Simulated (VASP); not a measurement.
Write the native input for VASP 6.6.1 that does the following.

| Property | Result |
| --- | --- |
| Task | single point |
| Functional | PBE |
| Potentials or basis | VASP PAW PBE potentials, release 64 (Cd, S, Hg) |
| Cutoff | 520 eV |
| k mesh | 6 × 6 × 6 |
| Occupations | gaussian, width 0.01 eV |
| Spin | no spin polarisation |
| Dipole correction | no |
| Further INCAR settings | ALGO = Normal; EDIFF = 1e-06; NBANDS = 46 |

The structure of Cd3HgS4 lies in POSCAR:

```
Cd3HgS4
1.0
   -2.9710074539      2.9710074539      5.9428815169
    2.9710074539     -2.9710074539      5.9428815169
    2.9710074539      2.9710074539     -5.9428815169
Cd S Hg
3 4 1
Direct
    0.7500000000      0.2500000000      0.5000000000
    0.5000000000      0.5000000000      0.0000000000
    0.2500000000      0.7500000000      0.5000000000
    0.1260947508      0.6219475268      0.0000000000
    0.8739052492      0.8739052492      0.4958527761
    0.6219475268      0.1260947508      0.0000000000
    0.3780524732      0.3780524732      0.5041472239
    0.0000000000      0.0000000000      0.0000000000
```

These files were run (other wordings do the same):

INCAR

```
PREC = Accurate ; ENCUT = 520
EDIFF = 1E-6 ; ISMEAR = 0
SIGMA = 0.01 ; LREAL = F
LASPH = T ; NELM = 100
ALGO = Normal ; ISIF = 2
LWAVE = F ; LCHARG = F
GGA = PE ; NBANDS = 46
```

KPOINTS

```
Automatic mesh
0
Gamma
  6 6 6
```

Potentials or basis: VASP PAW PBE potentials, release 64 (Cd, S, Hg).

The run is started by

```sh
$ cat potpaw_PBE.64/Cd/POTCAR potpaw_PBE.64/S/POTCAR potpaw_PBE.64/Hg/POTCAR > POTCAR
$ mpirun -np 1 vasp_std > vasp.out
```

It gave:

- Pressure: 0.3 GPa
- Band gap on the k mesh: 0.63 eV

Caveat: spin-orbit coupling is left out, which moves the levels of the heavy elements.

Wall time 6.3 min on 1 thread of Intel(R) Xeon(R) 6975P-C (Granite Rapids), on a shared host, peak memory 0.54 GiB.
